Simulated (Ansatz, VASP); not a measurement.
# One calculation of TiPt3, two programs

```xyz
4
Lattice="3.9245 0.0000 0.0000 0.0000 3.9245 0.0000 0.0000 0.0000 3.9245" Properties=species:S:1:pos:R:3 pbc="T T T"
Ti    0.0000    0.0000    0.0000
Pt    1.9623    1.9623    0.0000
Pt    1.9623    0.0000    1.9623
Pt    0.0000    1.9623    1.9623
```

Alike in both runs: task single point; functional PBE; k mesh 4 × 4 × 4; occupations gaussian, width 0.1 eV; no spin polarisation.

```csv
,VASP,Ansatz
version,VASP 6.6.1,Ansatz 0.2.0
potentials or method,"VASP PAW PBE potentials, release 64 (Ti_sv, Pt), cutoff 500 eV","scalar-relativistic, plane waves, PAW"
valence electrons in the cell,42,66
```

|  | VASP | Ansatz | Ansatz less VASP |
| --- | --- | --- | --- |
| gap on the k mesh at the Fermi level (eV) | none | none | - |
| pressure (GPa) | 3.8 | 4.1 | +0.36 |

A gap of «none» marks a metal or a gap that the smearing closes. VASP's potentials hold 42 valence electrons a cell and Ansatz's 66, so a difference there can come from the potentials and not from the codes.

The k mesh is coarse, so the values compare programs but aren't converged. Spin-orbit coupling is off throughout.
